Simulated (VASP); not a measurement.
# ZnS (F-43m) in VASP: notebook, part 2 of 2

VASP 6.6.1. Earlier steps stand in the parts before.

### Step 4. Single point, BLYP

This run uses another cell than the first one, of 20.91 Å³/atom, 1.039 times its volume.

File INCAR:

```
SYSTEM = ZnS
PREC = Accurate
ENCUT = 520
EDIFF = 1E-6
ISMEAR = -1
SIGMA = 0.05
LREAL = .FALSE.
LASPH = .TRUE.
NELM = 60
ALGO = Normal
ISIF = 2
LWAVE = .FALSE.
LCHARG = .TRUE.
GGA = B5
ALDAX = 1.0
AGGAX = 1.0
AGGAC = 1.0
ALDAC = 0.0
LELF = .TRUE.
LVHAR = .TRUE.
NBANDS = 16
```

File KPOINTS:

```
regular mesh
0
G
  9 9 9
  0 0 0
```

File POSCAR:

```
ZnS
1.0
    0.0000000000      2.7549938462      2.7549938462
    2.7549938462      0.0000000000      2.7549938462
    2.7549938462      2.7549938462      0.0000000000
Zn S
1 1
Direct
    0.7500000000      0.7500000000      0.7500000000
    0.0000000000      0.0000000000      0.0000000000
```

Potentials or basis: VASP PAW PBE potentials, release 64 (Zn, S).

Started as:

```bash
$ cat potpaw_PBE.64/Zn/POTCAR potpaw_PBE.64/S/POTCAR > POTCAR
$ mpirun -np 1 vasp_std > vasp.out
```

OUTCAR:

```text
SYSTEM = ZnS
   PREC = Accurate
   ENCUT = 520
   EDIFF = 1E-6
   ISMEAR = -1
   LREAL = .FALSE.
   LASPH = .TRUE.
   NELM = 60
   ISIF = 2
   GGA = B5

 ion  position               nearest neighbor table
   1  0.750  0.750  0.750-   2 2.39   2 2.39   2 2.39   2 2.39
   2  0.000  0.000  0.000-   1 2.39   1 2.39   1 2.39   1 2.39

  LATTYP: Found a face centered cubic cell.
 ALAT       =     5.5099876924

  Lattice vectors:

 A1 = (   0.0000000000,   2.7549938462,   2.7549938462)
 A2 = (   2.7549938462,   0.0000000000,   2.7549938462)
 A3 = (   2.7549938462,   2.7549938462,   0.0000000000)

Analysis of symmetry for initial positions (statically):
=====================================================================
 Subroutine PRICEL returns:
 Original cell was already a primitive cell.

 Routine SETGRP: Setting up the symmetry group for a
 face centered cubic supercell.

 Subroutine GETGRP returns: Found 24 space group operations
 (whereof 24 operations were pure point group operations)
 out of a pool of 48 trial point group operations.

The static configuration has the point symmetry T_d .

Analysis of symmetry for dynamics (positions and initial velocities):
=====================================================================
 Subroutine PRICEL returns:
 Original cell was already a primitive cell.

 Routine SETGRP: Setting up the symmetry group for a
 face centered cubic supercell.

 Subroutine GETGRP returns: Found 24 space group operations
 (whereof 24 operations were pure point group operations)
 out of a pool of 48 trial point group operations.

The dynamic configuration has the point symmetry T_d .

 Subroutine INISYM returns: Found 24 space group operations
 (whereof 24 operations are pure point group operations),
 and found     1 'primitive' translations

----------------------------------------------------------------------------------------

                                     Primitive cell

  volume of cell :      41.8208

  direct lattice vectors                    reciprocal lattice vectors
     0.000000000  2.754993846  2.754993846    -0.181488609  0.181488609  0.181488609
     2.754993846  0.000000000  2.754993846     0.181488609 -0.181488609  0.181488609
     2.754993846  2.754993846  0.000000000     0.181488609  0.181488609 -0.181488609

  length of vectors
     3.896149662  3.896149662  3.896149662     0.314347491  0.314347491  0.314347491

  position of ions in fractional coordinates (direct lattice)
     0.750000000  0.750000000  0.750000000
     0.000000000  0.000000000  0.000000000

  ion indices of the primitive-cell ions
   primitive index   ion index
                 1           1
                 2           2

----------------------------------------------------------------------------------------

 KPOINTS: regular mesh

Automatic generation of k-mesh.
 Grid dimensions read from file:
 generate k-points for:    9    9    9

 Generating k-lattice:

  Cartesian coordinates                     Fractional coordinates (reciprocal lattice)
    -0.020165401  0.020165401  0.020165401     0.111111111  0.000000000  0.000000000
     0.020165401 -0.020165401  0.020165401     0.000000000  0.111111111  0.000000000
     0.020165401  0.020165401 -0.020165401     0.000000000  0.000000000  0.111111111

  Length of vectors
     0.034927499  0.034927499  0.034927499

  Shift w.r.t. Gamma in fractional coordinates (k-lattice)
     0.000000000  0.000000000  0.000000000

 Subroutine IBZKPT returns following result:
 ===========================================

 Found     35 irreducible k-points:

 Following reciprocal coordinates:
            Coordinates               Weight
  0.000000  0.000000  0.000000      1.000000
  0.111111  0.000000  0.000000      8.000000
  0.222222  0.000000  0.000000      8.000000
  0.333333  0.000000  0.000000      8.000000
  0.444444  0.000000  0.000000      8.000000
  0.111111  0.111111  0.000000      6.000000
[... 16 lines left out ...]
 -0.333333  0.333333  0.000000     12.000000
  0.444444  0.444444  0.000000      6.000000
 [... further k-points ...]
   k-points           NKPTS =     35   k-points in BZ     NKDIM =     35   number of bands    NBANDS=     16
   number of dos      NEDOS =    301   number of ions     NIONS =      2
   total plane-waves  NPLWV =  27000
   dimension x,y,z NGX =    30 NGY =   30 NGZ =   30
   dimension x,y,z NGXF=    60 NGYF=   60 NGZF=   60
   ions per type =               1   1
   NGX,Y,Z   is equivalent  to a cutoff of  12.80, 12.80, 12.80 a.u.
   NGXF,Y,Z  is equivalent  to a cutoff of  25.60, 25.60, 25.60 a.u.
 SYSTEM =  ZnS
   PREC   = accura    normal or accurate (medium, high low for compatibility)
   ISTART =      0    job   : 0-new  1-cont  2-samecut
   ICHARG =      2    charge: 1-file 2-atom 10-const
   ISPIN  =      1    spin polarized calculation?
   LNONCOLLINEAR =      F non collinear calculations
   LSORBIT =      F    spin-orbit coupling
   LASPH  =      T    aspherical Exc in radial PAW
   ENCUT  =  520.0 eV  38.22 Ry    6.18 a.u.   7.24  7.24  7.24*2*pi/ulx,y,z
   NELM   =     60;   NELMIN=  2; NELMDL= -5     # of ELM steps
   EDIFF  = 0.1E-05   stopping-criterion for ELM
   LREAL  =      F    real-space projection
   EDIFFG = 0.1E-04   stopping-criterion for IOM
   NSW    =      0    number of steps for IOM
   IBRION =     -1    ionic relax: 0-MD 1-quasi-New 2-CG
   NFREE  =      0    steps in history (QN), initial steepest desc. (CG)
   ISIF   =      2    stress and relaxation
   ISYM   =      2    0-nonsym 1-usesym 2-fastsym
   POTIM  = 0.5000    time-step for ionic-motion
   TEBEG  =    0.0;   TEEND  =   0.0 temperature during run
   PSTRESS=    0.0 pullay stress
   NELECT =      18.0000    total number of electrons
   NUPDOWN=      -1.0000    fix difference up-down
   EMIN   =  10.00;   EMAX   =-10.00  energy-range for DOS
   EFERMI =   0.00;   METHOD = LEGACY
   ISMEAR =    -1;   SIGMA  =   0.05  broadening in eV -4-tet -1-fermi 0-gaus
   EFERMI_NEDOS =   21; number of points for ismear=-14 and -15
   IALGO  =     38    algorithm
   IMIX   =      4    mixing-type and parameters
     AMIX     =   0.40;   BMIX     =  1.00
     AMIX_MAG =   1.60;   BMIX_MAG =  1.00
  volume/ion in A,a.u.               =      20.91       141.11
  Fermi-wavevector in a.u.,A,eV,Ry     =   1.236047  2.335790 20.787151  1.527813
  Thomas-Fermi vector in A             =   2.370672
   LORBIT       =      0    0 simple, 1 ext, 2 COOP (PROOUT), +10 PAW based schemes
   GGA     = B5    functional components
   LHFCALC =     F    Hartree Fock is set to
   AEXX    =    0.0000 exact exchange contribution
   IVDW    =     0    specifies the selected vdW correction
   LEPSILON=     F    determine dielectric tensor
   LRPA    =     F    only Hartree local field effects (RPA)
 non-spin polarized calculation
  energy-cutoff  :      520.00
  volume of cell :       41.82
 maximum number of plane-waves:      1147
 NGX is ok and might be reduce to    30
   NGX = 15   NGY = 15   NGZ = 15

 number of electron      17.9999993 magnetization

 Free energy of the ion-electron system (eV)
  ---------------------------------------------------
  ext. energy  EPLUGINS =         0.00000000
  ---------------------------------------------------
  free energy    TOTEN  =        -5.83001481 eV

  energy without entropy =       -5.83001481  energy(sigma->0) =       -5.83001481

 E-fermi :   2.8976     XC(G=0):  -8.8583

 val. band max:        1.9471402127   @ k =   0.0000   0.0000   0.0000
 cond. band min:       3.8035686663   @ k =   0.0000   0.0000   0.0000
 fundamental gap:      1.8564284536
 Fermi energy:         2.8976058909

 k-point     1 :       0.0000    0.0000    0.0000
  band No.  band energies     occupation
      1     -10.7742      2.00000
      2      -4.2808      2.00000
      3      -4.2808      2.00000
      4      -4.2808      2.00000
      5      -3.8640      2.00000
      6      -3.8640      2.00000
[... 8 lines left out ...]
     15      13.7442      0.00000
     16      13.7442      0.00000

 k-point     2 :       0.1111    0.0000    0.0000
  band No.  band energies     occupation
      1     -10.6917      2.00000
      2      -4.2744      2.00000
      3      -4.2663      2.00000
      4      -4.2663      2.00000
      5      -3.8651      2.00000
      6      -3.8651      2.00000
[... 8 lines left out ...]
     15      13.2667      0.00000
     16      14.2897      0.00000
[... 387 lines left out ...]
      5      -3.8508      2.00000
      6      -3.6003      2.00000
[... 8 lines left out ...]
     15      13.6563      0.00000
     16      18.0928      0.00000

 k-point    24 :       0.4444    0.4444    0.0000
  band No.  band energies     occupation
      1      -9.7307      2.00000
      2      -4.2399      2.00000
      3      -4.0027      2.00000
      4      -4.0027      2.00000
      5      -3.8034      2.00000
      6      -3.7118      2.00000
[... 8 lines left out ...]
     15      15.5751      0.00000
     16      16.7820      0.00000

 [... further k-points ...]
[... 5 lines left out ...]
  --------------------------------------------------------------------------------------
  -------------------------------------------------------------------------------------
  Total        0.3109214      0.3109214      0.3109214      0.0000000      0.0000000      0.0000000
  in kB       11.9115784     11.9115784     11.9115784      0.0000000      0.0000000      0.0000000
  external PRESSURE =      11.9115784 kB  Pullay stress =       0.0000000 kB

 VOLUME and BASIS-vectors are now :
 -----------------------------------------------------------------------------
  energy-cutoff  :      520.00
  volume of cell :       41.82
      direct lattice vectors                 reciprocal lattice vectors
     0.000000000  2.754993846  2.754993846    -0.181488609  0.181488609  0.181488609
     2.754993846  0.000000000  2.754993846     0.181488609 -0.181488609  0.181488609
     2.754993846  2.754993846  0.000000000     0.181488609  0.181488609 -0.181488609

 POSITION                                       TOTAL-FORCE (eV/Angst)
 -----------------------------------------------------------------------------------
      4.13249      4.13249      4.13249         0.000000      0.000000      0.000000
      0.00000      0.00000      0.00000        -0.000000      0.000000     -0.000000
 -----------------------------------------------------------------------------------
    total drift:                               -0.000000     -0.000000     -0.000000

  FREE ENERGIE OF THE ION-ELECTRON SYSTEM (eV)
  ---------------------------------------------------
  free  energy   TOTEN  =        -5.8300148123 eV

  energy  without entropy=       -5.8300148121  energy(sigma->0) =       -5.83001481
```

OSZICAR:

```text
N       E                     dE             d eps       ncg     rms          rms(c)
DAV:   1     0.846690294600E+02    0.84669E+02   -0.85177E+03  1120   0.131E+03
DAV:   2    -0.850331268373E+00   -0.85519E+02   -0.79665E+02  1288   0.256E+02
DAV:   3    -0.628908268460E+01   -0.54388E+01   -0.54166E+01  1392   0.614E+01
DAV:   4    -0.634437000712E+01   -0.55287E-01   -0.55273E-01  1360   0.661E+00
DAV:   5    -0.634497791054E+01   -0.60790E-03   -0.60790E-03  1416   0.636E-01    0.578E+00
DAV:   6    -0.584420084273E+01    0.50078E+00   -0.93260E-01  1664   0.316E+01    0.454E+00
DAV:   7    -0.583004638907E+01    0.14154E-01   -0.26963E-01  1376   0.457E+00    0.280E+00
DAV:   8    -0.582977257606E+01    0.27381E-03   -0.47161E-03  1296   0.644E-01    0.934E-01
DAV:   9    -0.582995306506E+01   -0.18049E-03   -0.96111E-04  1272   0.284E-01    0.946E-02
DAV:  10    -0.583001208301E+01   -0.59018E-04   -0.72352E-05  1312   0.159E-01    0.530E-02
DAV:  11    -0.583001460475E+01   -0.25217E-05   -0.29800E-05  1416   0.101E-01    0.640E-03
DAV:  12    -0.583001481228E+01   -0.20753E-06   -0.16113E-06  1104   0.114E-02
   1 F= -.58300148E+01 E0= -.58300148E+01  d E =-.127919E-09
```

stdout:

```text
POSCAR found type information on POSCAR ZnS
 POSCAR found :  2 types and       2 ions
 scaLAPACK will be used
 -----------------------------------------------------------------------------
|                                                                             |
|                                                                             |
|     You enforced a specific xc type in the INCAR file but a different       |
|     I HOPE YOU KNOW WHAT YOU ARE DOING!                                     |
|                                                                             |
 -----------------------------------------------------------------------------

 LDA part: xc-table for (Slater(with rela. corr.)+VWN5), standard interpolation
 POSCAR, INCAR and KPOINTS ok, starting setup
 FFT: planning ... GRIDC
 FFT: planning ... GRID_SOFT
 FFT: planning ... GRID
 WAVECAR not read
 entering main loop
```

It took 20 s on 1 thread of AMD EPYC 9R45 (Zen 5), shared host; peak memory 0.14 GiB.

Results:

```yaml
Free_energy: -5.8300 eV
Pressure: 1.2 GPa
Band_gap_on_the_k_mesh: 1.86 eV, direct
```

Caveat: the PAW data sets were made with another functional, which shifts forces and pressure a little.

### Step 5. Overview

| cell | gap on the mesh (eV) | pressure (GPa) |
| --- | --- | --- |
| a = 3.847 Å, angles 60.0°, 2 atoms | 2.03 | 3.9 |
| a = 3.871 Å, angles 60.0°, 2 atoms | 1.94 | 2.5 |
| a = 3.896 Å, angles 60.0°, 2 atoms | 1.86 | 1.2 |

Alike in all rows: task single point; level BLYP; potentials or basis VASP PAW PBE potentials, release 64 (Zn, S); no spin polarisation; k mesh 9 × 9 × 9; cutoff (eV) 520; smearing fermi-dirac 0.05 eV.

Caveats: the PAW data sets were made with another functional, which shifts forces and pressure a little.

Total energies depend on the potentials used, so only differences within one code and one set of settings carry meaning.

### Step 6. Comparison with measurements

Step 3. Measured gap of ZnS: 3.85 eV (direct; 19 K; quoted in “Electronic, vibrational, and thermodynamic properties of ZnS (zincblende and rocksalt structure)”, 2009, arxiv:0911.5022). This calculation gives 1.94 eV (-1.91 eV). The value is that of BLYP, without temperature or zero-point motion. Semilocal functionals fall short of measured gaps as a rule.

Step 4. A measured gap of ZnS is 3.85 eV (direct; 19 K; quoted in “Electronic, vibrational, and thermodynamic properties of ZnS (zincblende and rocksalt structure)”, 2009, arxiv:0911.5022); the calculated 1.86 eV misses it by -1.99 eV. So large a miss can be the level of theory's own, or it may mean another phase, state or a wrong row. The value is that of BLYP, without temperature or zero-point motion. Semilocal functionals fall short of measured gaps as a rule.
